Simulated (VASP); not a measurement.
Here is a VASP 6.6.1 calculation.

Contents of INCAR:

```
ALGO     = Normal         # electronic algorithm
EDIFF    = 1E-6           # SCF threshold, eV
ENCUT    = 520            # plane-wave cutoff, eV
GGA      = PE             # functional
ISIF     = 2              # what is computed and relaxed
ISMEAR   = -1             # smearing method
LASPH    = T              # aspherical terms in the spheres
LCHARG   = F              # write CHGCAR
LREAL    = F              # projectors in reciprocal space
LWAVE    = F              # write WAVECAR
NBANDS   = 16             # bands
NELM     = 80             # most SCF steps
PREC     = Accurate       # precision mode
SIGMA    = 0.05           # smearing width, eV
```

The input KPOINTS:

```
k-points
0
Gamma
  12 12 7
```

Contents of POSCAR:

```
BN
1.0
    2.5001110891      0.0000000000      0.0000000000
   -1.2500555446      2.1651597155      0.0000000000
    0.0000000000      0.0000000000      4.0222788170
B N
2 2
Direct
    0.0000000000      0.0000000000      0.0000000000
    0.0000000000      0.0000000000      0.5000000000
    0.3333333333      0.6666666667      0.2500000000
    0.6666666667      0.3333333333      0.7500000000
```

Potentials or basis: VASP PAW PBE potentials, release 64 (B, N).

Command:

```sh
$ cat potpaw_PBE.64/B/POTCAR potpaw_PBE.64/N/POTCAR > POTCAR
$ mpirun -np 1 vasp_std > vasp.out
```

Task: Estimate the band gap on the k mesh.

Result: 1.49 eV, indirect (least direct gap 5.22 eV).

Task: Predict the pressure.

Result: -0.2 GPa.

Stress tensor (GPa, compression positive):
```
-0.16  0.00  0.00
 0.00 -0.16  0.00
 0.00  0.00 -0.37
```

A k mesh can miss the band edges. PBE gaps usually lie below the measured ones, often by a third to a half.
